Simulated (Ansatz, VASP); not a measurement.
**One calculation of ZnCu, two programs**

INCAR

```
SYSTEM = ZnCu
  ALGO = Fast
  EDIFF = 1E-7
  ENCUT = 520
  GGA = PS
  ISIF = 2
  ISMEAR = 0
  LASPH = .True.
  LCHARG = .False.
  LREAL = .False.
  LWAVE = .False.
  NBANDS = 18
  NELM = 100
  PREC = Accurate
  SIGMA = 0.15
```

Contents of KPOINTS:

```
k-points
0
Gamma
  20 20 12
  0 0 0
```

Contents of POSCAR:

```
ZnCu
1.0
    1.4880390000     -2.1212790000      0.0000000000
    1.4880390000      2.1212790000      0.0000000000
    0.0000000000      0.0000000000      4.1407460000
Zn Cu
1 1
Direct
    0.5000000000      0.5000000000      0.5000000000
    0.0589267136     -0.0589267136      0.0000000000
```

Input for Ansatz:

```yaml
crystal:
  lattice:
    - [1.488039, -2.121279, 0.0]
    - [1.488039, 2.121279, 0.0]
    - [0.0, 0.0, 4.140746]
  atoms:
    - { symbol: Zn, position: [0.5, 0.5, 0.5] }
    - { symbol: Cu, position: [0.0589267136, -0.0589267136, 0.0] }
basis:
  ecutwfc: 420
kpoints:
  mp_grid: { grid: [20, 20, 12] }
hamiltonian:
  xc: pbesol
scf:
  occupations: { method: gaussian, width: 0.15 }
output:
  forces: true
  stress: true
  eigenvalues: true
```

Change from the starting cell: all Cu atoms moved -0.250 Å, as atom 2 along Cartesian [0 1 0].

Alike in both runs: task single point; functional PBEsol; k mesh 20 × 20 × 12; occupations gaussian, width 0.15 eV; no spin polarisation.

```csv
,VASP,Ansatz
version,VASP 6.6.1,Ansatz 0.2.0
potentials or method,"VASP PAW PBE potentials, release 64 (Zn, Cu), cutoff 520 eV","scalar-relativistic, plane waves, PAW"
valence electrons in the cell,23,31
```

|  | VASP | Ansatz | Ansatz less VASP |
| --- | --- | --- | --- |
| gap on the k mesh at the Fermi level (eV) | none | none | - |
| pressure (GPa) | -6.0 | -6.5 | -0.45 |
| traceless stress, the component that is largest in VASP (GPa) | -0.57 | -0.64 | -0.069 |
| rms of the force components (eV/Å) | 0.016 | 0.019 | +0.0022 |

VASP's potentials were made for PBE, not for PBEsol. Atom by atom the forces differ by 0.002 eV/Å (rms over components). A gap of «none» marks a metal or a gap that the smearing closes. VASP's potentials hold 23 valence electrons a cell and Ansatz's 31, so a difference there can come from the potentials and not from the codes.
